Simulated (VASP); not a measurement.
# Mg2SiN2 (I4/mmm) in VASP: a series of runs

Mg2SiN2 is run at these levels: PBE; tasks: single point, relaxation of cell and atoms.

Everything below comes from runs of VASP 6.6.1. Logs are shortened: lines on timing, memory, paths and dates and some standing lists are left out, and cuts for length are marked.

## 1. The cell of the first run

The structure is tetragonal, space group I4/mmm (No. 139). Conventional cell: a = 3.371 Å, b = 3.371 Å, c = 11.209 Å, α = 90.00°, β = 90.00°, γ = 90.00°. Mg (site symmetry -4m2) has 4 N at 2.02 Å and 4 Mg at 2.38 Å within 2.7 Å. Si (site symmetry 4/mmm) has 10 N at 2.92 to 3.92 Å and 8 Mg at 3.27 Å and 4 Si at 3.37 Å within 4.0 Å. N (site symmetry 4mm) has 4 Mg at 2.02 Å within 2.7 Å.

The cell was generated, and may not be a known phase.

## 2. Single point, PBE

The input, INCAR:

```
SYSTEM = Mg2SiN2
  ALGO = Normal
  EDIFF = 1E-7
  ENCUT = 520
  GGA = PE
  ISIF = 2
  ISMEAR = 0
  LASPH = .True.
  LCHARG = .False.
  LREAL = .False.
  LWAVE = .False.
  NBANDS = 17
  NELM = 60
  PREC = Accurate
  SIGMA = 0.1
```

The input, KPOINTS:

```
k-points
0
Gamma
  8 8 8
  0 0 0
```

The input, POSCAR:

```
Mg2SiN2
1.0
   -1.6856088800      1.6856088800      5.6043260900
    1.6856088800     -1.6856088800      5.6043260900
    1.6856088800      1.6856088800     -5.6043260900
Mg Si N
2 1 2
Direct
    0.7500000000      0.2500000000      0.5000000000
    0.2500000000      0.7500000000      0.5000000000
    0.5000000000      0.5000000000      0.0000000000
    0.1500000100      0.1500000100      0.0000000000
    0.8499999900      0.8499999900      0.0000000000
```

Potentials or basis: VASP PAW PBE potentials, release 64 (Mg, Si, N).

Started as:

```
cat potpaw_PBE.64/Mg/POTCAR potpaw_PBE.64/Si/POTCAR potpaw_PBE.64/N/POTCAR > POTCAR
mpirun -np 1 vasp_std > vasp.out
```

OUTCAR:

```text
SYSTEM = Mg2SiN2
   EDIFF = 1E-7
   ENCUT = 520
   GGA = PE
   ISIF = 2
   ISMEAR = 0
   LASPH = .True.
   LREAL = .False.
   NELM = 60
   PREC = Accurate

 ion  position               nearest neighbor table
   1  0.750  0.250  0.500-   4 2.02   5 2.02   5 2.02   4 2.02   2 2.38   2 2.38   2 2.38   2 2.38
                             3 3.27   3 3.27   3 3.27   3 3.27
   2  0.250  0.750  0.500-   4 2.02   5 2.02   5 2.02   4 2.02   1 2.38   1 2.38   1 2.38   1 2.38
                             3 3.27   3 3.27   3 3.27   3 3.27
   3  0.500  0.500  0.000-   2 3.27   1 3.27   1 3.27   2 3.27   1 3.27   2 3.27   2 3.27   1 3.27

   4  0.150  0.150  0.000-   1 2.02   2 2.02   1 2.02   2 2.02
   5  0.850  0.850  0.000-   1 2.02   2 2.02   1 2.02   2 2.02

  LATTYP: Found a body centered tetragonal cell.
 ALAT       =     3.3712177600
 C/A-ratio  =     3.3248081192

  Lattice vectors:

 A1 = (  -1.6856088800,   1.6856088800,   5.6043260900)
 A2 = (   1.6856088800,  -1.6856088800,   5.6043260900)
 A3 = (   1.6856088800,   1.6856088800,  -5.6043260900)

Analysis of symmetry for initial positions (statically):
=====================================================================
 Subroutine PRICEL returns:
 Original cell was already a primitive cell.

 Routine SETGRP: Setting up the symmetry group for a
 body centered tetragonal supercell.

 Subroutine GETGRP returns: Found 16 space group operations
 (whereof 16 operations were pure point group operations)
 out of a pool of 16 trial point group operations.

The static configuration has the point symmetry D_4h.

Analysis of symmetry for dynamics (positions and initial velocities):
=====================================================================
 Subroutine PRICEL returns:
 Original cell was already a primitive cell.

 Routine SETGRP: Setting up the symmetry group for a
 body centered tetragonal supercell.

 Subroutine GETGRP returns: Found 16 space group operations
 (whereof 16 operations were pure point group operations)
 out of a pool of 16 trial point group operations.

The dynamic configuration has the point symmetry D_4h.

 Subroutine INISYM returns: Found 16 space group operations
 (whereof 16 operations are pure point group operations),
 and found     1 'primitive' translations

----------------------------------------------------------------------------------------

                                     Primitive cell

  volume of cell :      63.6938

  direct lattice vectors                    reciprocal lattice vectors
    -1.685608880  1.685608880  5.604326090     0.000000000  0.296628717  0.089216793
     1.685608880 -1.685608880  5.604326090     0.296628717  0.000000000  0.089216793
     1.685608880  1.685608880 -5.604326090     0.296628717  0.296628717  0.000000000

  length of vectors
     6.090240185  6.090240185  6.090240185     0.309755116  0.309755116  0.419496355

  position of ions in fractional coordinates (direct lattice)
     0.750000000  0.250000000  0.500000000
     0.250000000  0.750000000  0.500000000
     0.500000000  0.500000000  0.000000000
     0.150000010  0.150000010  0.000000000
     0.849999990  0.849999990  0.000000000

  ion indices of the primitive-cell ions
   primitive index   ion index
                 1           1
                 2           2
                 3           3
                 4           4
                 5           5

----------------------------------------------------------------------------------------

 KPOINTS: k-points

Automatic generation of k-mesh.
 Grid dimensions read from file:
 generate k-points for:    8    8    8

 Generating k-lattice:

  Cartesian coordinates                     Fractional coordinates (reciprocal lattice)
     0.000000000  0.037078590  0.011152099     0.125000000  0.000000000  0.000000000
     0.037078590  0.000000000  0.011152099     0.000000000  0.125000000  0.000000000
     0.037078590  0.037078590  0.000000000     0.000000000  0.000000000  0.125000000

  Length of vectors
     0.038719390  0.038719390  0.052437044

[... 57 lines left out ...]
      2      -8.1471      2.00000
      3      -2.7239      2.00000
      4       0.7627      2.00000
      5       1.0024      2.00000
      6       2.2578      2.00000
[... 9 lines left out ...]
     16      14.0746      0.00000
     17      14.5505      0.00000

 k-point     8 :       0.3750    0.1250    0.0000
  band No.  band energies     occupation
      1      -8.7254      2.00000
      2      -8.1879      2.00000
      3      -2.7354      2.00000
      4       0.0938      2.00000
      5       1.1245      2.00000
      6       2.4933      2.00000
[... 9 lines left out ...]
     16      14.1038      0.00000
     17      14.4666      0.00000
[... 203 lines left out ...]
      1      -8.1278      2.00000
      2      -8.0213      2.00000
      3      -1.4877      2.00000
      4       0.5082      2.00000
      5       0.7077      2.00000
      6       1.4301      2.00000
[... 9 lines left out ...]
     16      14.0005      0.00000
     17      14.5016      0.00000

 k-point    20 :      -0.3750    0.3750    0.0000
  band No.  band energies     occupation
      1      -8.3191      2.00000
      2      -7.9708      2.00000
      3      -1.7225      2.00000
      4       0.9880      2.00000
      5       1.2857      2.00000
      6       1.3660      2.00000
[... 9 lines left out ...]
     16      13.9815      0.00000
     17      14.3028      0.00000

 k-point    21 :       0.5000    0.5000    0.0000
  band No.  band energies     occupation
      1      -8.0564      2.00000
      2      -7.9582      2.00000
      3      -0.8636      2.00000
      4       0.0469      2.00000
      5       0.7329      2.00000
      6       1.1031      2.00000
[... 9 lines left out ...]
     16      14.0285      0.00000
     17      14.1435      0.00000

 k-point    22 :       0.1250    0.1250    0.1250
  band No.  band energies     occupation
      1      -8.9056      2.00000
      2      -8.0514      2.00000
      3      -2.4179      2.00000
      4       0.7113      2.00000
      5       1.1715      2.00000
      6       1.5060      2.00000
[... 9 lines left out ...]
     16      14.3679      0.00000
     17      14.6873      0.00000

 k-point    23 :       0.2500    0.1250    0.1250
  band No.  band energies     occupation
      1      -8.5461      2.00000
      2      -8.0655      2.00000
      3      -2.2661      2.00000
      4       0.4148      2.00000
      5       0.9863      2.00000
      6       2.0021      2.00000
[... 9 lines left out ...]
     16      14.2447      0.00000
     17      14.8444      0.00000

 k-point    24 :       0.3750    0.1250    0.1250
  band No.  band energies     occupation
      1      -8.2902      2.00000
      2      -8.1673      2.00000
      3      -2.2448      2.00000
      4       0.2236      2.00000
      5       1.0886      2.00000
      6       1.7545      2.00000
[... 9 lines left out ...]
     16      14.1017      0.00000
     17      14.7078      0.00000

 [... further k-points ...]
[... 5 lines left out ...]
  --------------------------------------------------------------------------------------
  -------------------------------------------------------------------------------------
  Total        8.5984597      8.5984597     -3.3546603      0.0000000     -0.0000000      0.0000000
  in kB      216.2889007    216.2889007    -84.3843905      0.0000000     -0.0000000      0.0000000
  external PRESSURE =     116.0644703 kB  Pullay stress =       0.0000000 kB

 VOLUME and BASIS-vectors are now :
 -----------------------------------------------------------------------------
  energy-cutoff  :      520.00
  volume of cell :       63.69
      direct lattice vectors                 reciprocal lattice vectors
    -1.685608880  1.685608880  5.604326090     0.000000000  0.296628717  0.089216793
     1.685608880 -1.685608880  5.604326090     0.296628717  0.000000000  0.089216793
     1.685608880  1.685608880 -5.604326090     0.296628717  0.296628717  0.000000000

 POSITION                                       TOTAL-FORCE (eV/Angst)
 -----------------------------------------------------------------------------------
      0.00000      1.68561      2.80216        -0.000000     -0.000000      0.000000
      1.68561      0.00000      2.80216        -0.000000     -0.000000      0.000000
      0.00000      0.00000      5.60433        -0.000000     -0.000000      0.000000
      0.00000      0.00000      1.68130         0.000000      0.000000     -0.589400
      0.00000      0.00000      9.52735         0.000000      0.000000      0.589400
 -----------------------------------------------------------------------------------
    total drift:                               -0.000000      0.000000     -0.000000

  FREE ENERGIE OF THE ION-ELECTRON SYSTEM (eV)
  ---------------------------------------------------
  free  energy   TOTEN  =       -21.7517353113 eV

  energy  without entropy=      -21.7514729757  energy(sigma->0) =      -21.75160414
```

Run time: 2.8 min. Hardware: 1 thread of Intel Xeon Platinum 8259CL at 2.50GHz (Skylake/Cascade Lake), shared host; peak memory 0.34 GiB.

What came out:

- Free energy: -21.7517 eV
- Pressure: 11.6 GPa
- Largest force: 0.589 eV/Å
- Band gap on the k mesh: 0.06 eV

Forces on the atoms (eV/Å):
```
Mg   0.000  0.000  0.000
Mg   0.000  0.000  0.000
Si   0.000  0.000  0.000
N    0.000  0.000 -0.589
N    0.000  0.000  0.589
```

Caveat: the stress differs along the axes, from -8 to 22 GPa; semilocal functionals underestimate gaps, and a narrow one can read as zero.

## 3. Single point, PBE

This run uses another cell than the first one, of 13.59 Å³/atom.

The input, INCAR:

```
SYSTEM = Mg2SiN2
ALGO = Normal
EDIFF = 1E-6
ENCUT = 520
GGA = PE
ISIF = 2
ISMEAR = 0
LASPH = .True.
LCHARG = .True.
LELF = .True.
LREAL = .False.
LVHAR = .True.
LWAVE = .False.
NBANDS = 17
NELM = 60
PREC = Accurate
SIGMA = 0.1
```

KPOINTS is that of step 2.

The input, POSCAR:

```
Mg2SiN2
1.0
   -1.8735230799      1.8735230799      4.8398225380
    1.8735230799     -1.8735230799      4.8398225380
    1.8735230799      1.8735230799     -4.8398225380
Mg Si N
2 1 2
Direct
    0.7500000000      0.2500000000      0.5000000000
    0.2500000000      0.7500000000      0.5000000000
    0.5000000000      0.5000000000      0.0000000000
    0.1568841538      0.1568841538      0.0000000000
    0.8431158462      0.8431158462      0.0000000000
```

Potentials or basis: VASP PAW PBE potentials, release 64 (Mg, Si, N).

Started as:

```
cat potpaw_PBE.64/Mg/POTCAR potpaw_PBE.64/Si/POTCAR potpaw_PBE.64/N/POTCAR > POTCAR
mpirun -np 1 vasp_std > vasp.out
```

Run time: 2 min. Hardware: 1 thread of Intel Xeon Platinum 8259CL at 2.50GHz (Skylake/Cascade Lake), shared host; peak memory 0.29 GiB.

The run converged. Its results:

```yaml
Free_energy: -22.7596 eV
Pressure: 0.0 GPa
Largest_force: 0.018 eV/Å
Band_gap_on_the_k_mesh: zero (filled and empty bands touch)
```

Forces on the atoms (eV/Å):
```
Mg   0.000  0.000  0.000
Mg   0.000  0.000  0.000
Si   0.000  0.000  0.000
N    0.000  0.000  0.018
N    0.000  0.000 -0.018
```

Stress tensor (GPa, compression positive):
```
 0.15  0.00  0.00
 0.00  0.15  0.00
 0.00  0.00 -0.38
```

Levels at points of the mesh, in eV from the Fermi level:
```tsv
k point	band 6	band 7	band 8	band 9	band 10	band 11	band 12	band 13
(0.00, 0.00, 0.00)	-2.15	-2.15	-1.31	-1.31	2.18	2.92	2.92	5.35
(0.50, 0.00, 0.00)	-1.59	-1.50	-1.27	-0.21	1.21	1.82	2.18	5.47
(0.50, 0.50, 0.00)	-3.09	-1.84	-1.58	-1.36	1.30	1.33	1.98	6.89
(0.50, 0.50, 0.50)	-1.41	-0.65	-0.65	-0.16	-0.11	3.04	3.04	4.70
```

## 4. Single point, PBE, collinear spin, ferromagnetic start

This run uses another cell than the first one, of 13.59 Å³/atom.

The input, INCAR:

```
SYSTEM = Mg2SiN2
  PREC = Accurate
  ENCUT = 520
  EDIFF = 1E-6
  ISMEAR = 0
  SIGMA = 0.1
  LREAL = .FALSE.
  LASPH = .TRUE.
  NELM = 150
  ALGO = Normal
  ISIF = 2
  LWAVE = .FALSE.
  LCHARG = .TRUE.
  ISPIN = 2
  MAGMOM = 0 0 0 1 1
  LORBIT = 11
  GGA = PE
  LELF = .TRUE.
  LVHAR = .TRUE.
  NBANDS = 21
```

The input, KPOINTS:

```
regular mesh
0
G
  6 6 6
  0 0 0
```

POSCAR is that of step 3.

Started as:

```
cat potpaw_PBE.64/Mg/POTCAR potpaw_PBE.64/Si/POTCAR potpaw_PBE.64/N/POTCAR > POTCAR
mpirun -np 1 vasp_std > vasp.out
```

Run time: 2.4 min. Hardware: 1 thread of Intel Xeon Platinum 8259CL at 2.50GHz (Skylake/Cascade Lake), shared host; peak memory 0.34 GiB.

It converged, with:

```
Free energy                                           : -22.7574 eV
Pressure                                              : 0.0 GPa
Largest force                                         : 0.015 eV/Å
Band gap on the k mesh                                : 0.03 eV (least direct gap 0.04 eV)
Net moment                                            : 0.00 μB per cell
Valence electrons inside the program's atomic spheres : Mg 0.48; Si 1.42; N 3.60
```

Forces in eV/Å, atoms in the order of the input:
```
Mg   0.000  0.000  0.000
Mg   0.000  0.000  0.000
Si   0.000  0.000  0.000
N    0.000  0.000  0.015
N    0.000  0.000 -0.015
```

Stress tensor (GPa, compression positive):
```
 0.11  0.00  0.00
 0.00  0.11  0.00
 0.00  0.00 -0.35
```

Levels at points of the mesh, in eV from the valence-band top:
Spin up:
| k point | band 5 | band 6 | band 7 | band 8 | band 9 | band 10 | band 11 | band 12 | band 13 | band 14 |
| --- | --- | --- | --- | --- | --- | --- | --- | --- | --- | --- |
| (0.00, 0.00, 0.00) | -2.15 | -2.01 | -2.01 | -1.18 | -1.18 | 2.32 | 3.06 | 3.06 | 5.48 | 6.96 |
| (0.50, 0.00, 0.00) | -2.10 | -1.45 | -1.36 | -1.13 | -0.07 | 1.35 | 1.95 | 2.32 | 5.60 | 7.30 |
| (0.50, 0.50, 0.00) | -3.58 | -2.96 | -1.70 | -1.44 | -1.22 | 1.43 | 1.47 | 2.11 | 7.02 | 7.86 |
| (0.50, 0.50, 0.50) | -2.47 | -1.27 | -0.51 | -0.51 | -0.02 | 0.03 | 3.17 | 3.17 | 4.83 | 5.86 |
Spin down:
| k point | band 5 | band 6 | band 7 | band 8 | band 9 | band 10 | band 11 | band 12 | band 13 | band 14 |
| --- | --- | --- | --- | --- | --- | --- | --- | --- | --- | --- |
| (0.00, 0.00, 0.00) | -2.15 | -2.01 | -2.01 | -1.18 | -1.18 | 2.32 | 3.06 | 3.06 | 5.48 | 6.96 |
| (0.50, 0.00, 0.00) | -2.10 | -1.45 | -1.36 | -1.13 | -0.07 | 1.35 | 1.95 | 2.32 | 5.60 | 7.30 |
| (0.50, 0.50, 0.00) | -3.58 | -2.96 | -1.70 | -1.44 | -1.22 | 1.43 | 1.47 | 2.11 | 7.02 | 7.86 |
| (0.50, 0.50, 0.50) | -2.47 | -1.27 | -0.51 | -0.51 | -0.02 | 0.03 | 3.17 | 3.17 | 4.83 | 5.86 |

Caveat: the smearing spreads over this small gap; semilocal functionals underestimate gaps, and a narrow one can read as zero. A k mesh can miss the band edges.

## 5. Relaxation of cell and atoms, PBE

The input, INCAR:

```
SYSTEM = Mg2SiN2
ALGO = Normal ; EDIFF = 1E-6
EDIFFG = -0.04 ; ENCUT = 600
GGA = PE ; IBRION = 2
ISIF = 3 ; ISMEAR = 0
LASPH = .TRUE. ; LCHARG = .FALSE.
LREAL = .FALSE. ; LWAVE = .FALSE.
NELM = 60 ; NSW = 90
PREC = Accurate ; SIGMA = 0.1
```

The input, KPOINTS:

```
k-points
0
G
  8 8 8
  0 0 0
```

The input, POSCAR:

```
Mg2SiN2
1.0
   -1.6856088800      1.6856088800      5.6043260900
    1.6856088800     -1.6856088800      5.6043260900
    1.6856088800      1.6856088800     -5.6043260900
Mg Si N
2 1 2
Direct
    0.7500000000      0.2500000000      0.5000000000
    0.2500000000      0.7500000000      0.5000000000
    0.5000000000      0.5000000000      0.0000000000
    0.1500000100      0.1500000100      0.0000000000
    0.8499999900      0.8499999900      0.0000000000
```

Started as:

```
cat potpaw_PBE.64/Mg/POTCAR potpaw_PBE.64/Si/POTCAR potpaw_PBE.64/N/POTCAR > POTCAR
mpirun -np 1 vasp_std > vasp.out
```

Run time: 13 min. Hardware: 1 thread of Intel Xeon Platinum 8259CL at 2.50GHz (Skylake/Cascade Lake), shared host; peak memory 0.41 GiB.

Results (log left out):

* Free energy: -22.7618 eV
* Relaxed volume: 13.56 Å³/atom
* Relaxed cell: a = 5.490 Å, b = 5.490 Å, c = 5.490 Å, α = 139.98°, β = 139.98°, γ = 57.88°
* Space group after relaxing (to 0.1 Å): I4/mmm (No. 139)
* Energy gained by relaxing: 201.3 meV/atom
* Ionic steps: 11
* Pressure after relaxing: 0.1 GPa
* Largest force after relaxing: 0.007 eV/Å
* Band gap on the k mesh: 0.02 eV

Forces on the atoms (eV/Å):
```
Mg   0.000  0.000  0.000
Mg   0.000  0.000  0.000
Si   0.000  0.000  0.000
N    0.000  0.000  0.007
N    0.000  0.000 -0.007
```

Stress tensor (GPa, compression positive):
```
0.10 0.00 0.00
0.00 0.10 0.00
0.00 0.00 0.01
```

Step by step:
```tsv
step	energy change (eV)	largest force (eV/Å)	pressure (GPa)	volume (Å³)
1	0.0000	0.5895	11.52	63.69
2	-0.6998	0.7634	-5.04	72.22
3	-0.6999	0.7284	-4.65	71.93
4	-0.9163	0.3678	-2.19	69.30
5	-0.9905	0.1246	0.38	67.06
6	-0.9949	0.0624	1.29	66.37
7	-0.9948	0.0525	1.46	66.25
8	-1.0014	0.1720	-0.16	67.31
9	-1.0014	0.1709	-0.15	67.30
10	-1.0045	0.1035	-0.06	67.50
11	-1.0065	0.0067	0.07	67.80
```

Final structure:
```
Mg Si N
1.0
    -1.87836    1.87836    4.80431
     1.87836   -1.87836    4.80431
     1.87836    1.87836   -4.80431
Mg Si N
2 1 2
Direct
  0.75000 0.25000 0.50000
  0.25000 0.75000 0.50000
  0.50000 0.50000 0.00000
  0.15751 0.15751 0.00000
  0.84249 0.84249 0.00000
```

Levels at points of the mesh, in eV from the valence-band top:
```csv
k point,band 7,band 8,band 9,band 10,band 11,band 12
"(0.00, 0.00, 0.00)",-2.07,-1.21,-1.21,2.34,2.99,2.99
"(0.50, 0.00, 0.00)",-1.41,-1.18,-0.10,1.30,1.92,2.24
"(0.50, 0.50, 0.00)",-1.74,-1.45,-1.22,1.41,1.50,2.07
"(0.50, 0.50, 0.50)",-0.53,-0.53,0.00,0.02,3.12,3.12
```

Caveat: the smearing spreads over this small gap; semilocal functionals underestimate gaps, and a narrow one can read as zero. A k mesh can miss the band edges.

## 6. The runs side by side

| task | spin | cell | k mesh | cutoff (eV) | gap on the mesh (eV) | pressure (GPa) | largest force (eV/Å) |
| --- | --- | --- | --- | --- | --- | --- | --- |
| single point | off | a = 6.090 Å, angles 147.9, 147.9, 46.1°, 5 atoms, atomic positions A | 8 × 8 × 8 | 520 | 0.06 | 11.6 | 0.59 |
| single point | off | a = 5.518 Å, angles 140.3, 140.3, 57.4°, 5 atoms, atomic positions B | 8 × 8 × 8 | 520 | none | 0.0 | 0.02 |
| single point | collinear, ferromagnetic start | a = 5.518 Å, angles 140.3, 140.3, 57.4°, 5 atoms, atomic positions B | 6 × 6 × 6 | 520 | 0.03 | 0.0 | 0.02 |
| relaxation of cell and atoms | off | relaxed from a = 6.090 Å, angles 147.9, 147.9, 46.1°, 5 atoms, atomic positions A | 8 × 8 × 8 | 600 | 0.02 | 0.1 | 0.01 |

Alike in all rows: level PBE; potentials or basis VASP PAW PBE potentials, release 64 (Mg, Si, N); smearing gaussian 0.1 eV.

Caveats: semilocal functionals underestimate gaps, and a narrow one can read as zero (at least some runs); the smearing spreads over this small gap (at least some runs); the stress differs along the axes, from -8 to 22 GPa (at least some runs).

Absolute energies hang on the potentials; compare differences alone.
